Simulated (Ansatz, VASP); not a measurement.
# One calculation of MgPdC4N4, two programs

```
Mg Pd C N
1.0
     5.98481    0.00000    0.00000
     0.00000    5.98481    0.00000
     0.00000    0.00000    5.98481
Mg Pd C N
1 1 4 4
Cartesian
  2.9924 2.9924 2.9924
  0.0000 0.0000 0.0000
  1.1189 1.1189 1.1189
  1.1189 4.8659 4.8659
  4.8659 1.1189 4.8659
  4.8659 4.8659 1.1189
  1.7944 1.7944 1.7944
  1.7944 4.1904 4.1904
  4.1904 1.7944 4.1904
  4.1904 4.1904 1.7944
```

Alike in both runs: task single point; functional PBE; k mesh 4 × 4 × 4; occupations gaussian, width 0.1 eV; collinear spin.

|  | VASP | Ansatz |
| --- | --- | --- |
| version | VASP 6.6.1 | Ansatz 0.2.0 |
| potentials or method | VASP PAW PBE potentials, release 64 (Mg, Pd, C, N), cutoff 520 eV | scalar-relativistic, plane waves, PAW |
| valence electrons in the cell | 48 | 64 |

```csv
,VASP,Ansatz,Ansatz less VASP
gap on the k mesh at the Fermi level (eV),none,none,-
pressure (GPa),3.0,2.8,-0.24
rms of the force components (eV/Å),0.476,0.538,+0.0624
net moment per atom (μB),0.20,0.20,0.000
size of the moment on the site where the two differ most (μB),0.97,0.65,-0.324
```

Site moments also hang on the region over which each program counts them. Atom by atom the forces differ by 0.206 eV/Å (rms over components). A gap of «none» marks a metal or a gap that the smearing closes. VASP's potentials hold 48 valence electrons a cell and Ansatz's 64, so a difference there can come from the potentials and not from the codes.

Noted on VASP's run: the standard files for N, O and F lose accuracy on very short bonds.
